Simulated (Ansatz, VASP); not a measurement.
## Two plane-wave programs on TlH2

```
Tl H
1.0
     3.93616    0.00000    0.00000
     0.00000    3.93616    0.00000
     0.00000    0.00000    5.75644
Tl H
2 4
Direct
  0.00000 0.00000 0.00000
  0.50000 0.50000 0.50000
  0.00000 0.50000 0.11198
  0.00000 0.50000 0.61198
  0.50000 0.00000 0.38802
  0.50000 0.00000 0.88802
```

Alike in both runs: functional PBE; k mesh 10 × 10 × 8; occupations gaussian, width 0.1 eV; no spin polarisation.

Ansatz relaxed the structure, and its values are those at the end. VASP's run is a single point on that final structure, the one shown.

```csv
,VASP,Ansatz
version,VASP 6.6.1,Ansatz 0.2.0
potentials or method,"VASP PAW PBE potentials, release 64 (Tl_d, H), cutoff 520 eV","scalar-relativistic, plane waves, PAW"
valence electrons in the cell,30,30
```

Ansatz gave:

| Property | Result |
| --- | --- |
| gap on the k mesh at the Fermi level (eV) | none |
| pressure (GPa) | 0.0 |

**Question.** Estimate VASP's values.

**Answer.** gap on the k mesh at the Fermi level (eV): none; pressure (GPa): -0.1.

A gap of «none» marks a metal or a gap that the smearing closes. The functional is the same, so the differences come from potentials, cutoffs and numerics.

Spin-orbit coupling is off throughout.
